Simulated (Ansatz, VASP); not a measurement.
# WC: VASP beside Ansatz

```xyz
2
Lattice="2.8135 0.0000 0.0000 -1.4067 2.4366 0.0000 0.0000 0.0000 2.8290" Properties=species:S:1:pos:R:3 pbc="T T T"
W     0.0000    0.0000    0.0000
C     1.4067    0.8122    1.4145
```

Change from the starting cell: equal xx and yy strain of -3 %.

Alike in both runs: task single point; functional PBEsol; k mesh 13 × 13 × 12; occupations fermi-dirac, width 0.05 eV; no spin polarisation.

```csv
,VASP,Ansatz
version,VASP 6.6.1,Ansatz 0.2.0
potentials or method,"VASP PAW PBE potentials, release 64 (W_sv, C), cutoff 520 eV","all-electron LAPW, scalar-relativistic"
```

```csv
,VASP,Ansatz,Ansatz less VASP
pressure (GPa),27.8,26.1,-1.70
"traceless stress, the component that is largest in VASP (GPa)",-14.13,-14.42,-0.294
```

VASP's potentials were made for PBE, not for PBEsol. Ansatz ran all-electron here, and VASP with PAW potentials.

Spin-orbit coupling is off throughout.
